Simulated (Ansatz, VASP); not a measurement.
# One calculation of Ga3Se, two programs

```
Ga Se
1.0
     4.48690    0.00000    0.00000
     0.00000    4.48690    0.00000
     0.00000    0.00000    4.48690
Ga Se
3 1
Direct
  0.00000 0.50000 0.50000
  0.50000 0.00000 0.50000
  0.50000 0.50000 0.00000
  0.00000 0.00000 0.00000
```

Alike in both runs: task single point; functional PBE; k mesh 10 × 10 × 10; occupations gaussian, width 0.1 eV; no spin polarisation.

```csv
,VASP,Ansatz
version,VASP 6.6.1,Ansatz 0.2.0
potentials or method,"VASP PAW PBE potentials, release 64 (Ga_d, Se), cutoff 520 eV","scalar-relativistic, plane waves, PAW"
valence electrons in the cell,45,55
```

```tsv
	VASP	Ansatz	Ansatz less VASP
gap on the k mesh at the Fermi level (eV)	none	none	-
pressure (GPa)	-1.8	-1.8	-0.04
```

A gap of «none» marks a metal or a gap that the smearing closes. VASP's potentials hold 45 valence electrons a cell and Ansatz's 55, so a difference there can come from the potentials and not from the codes.
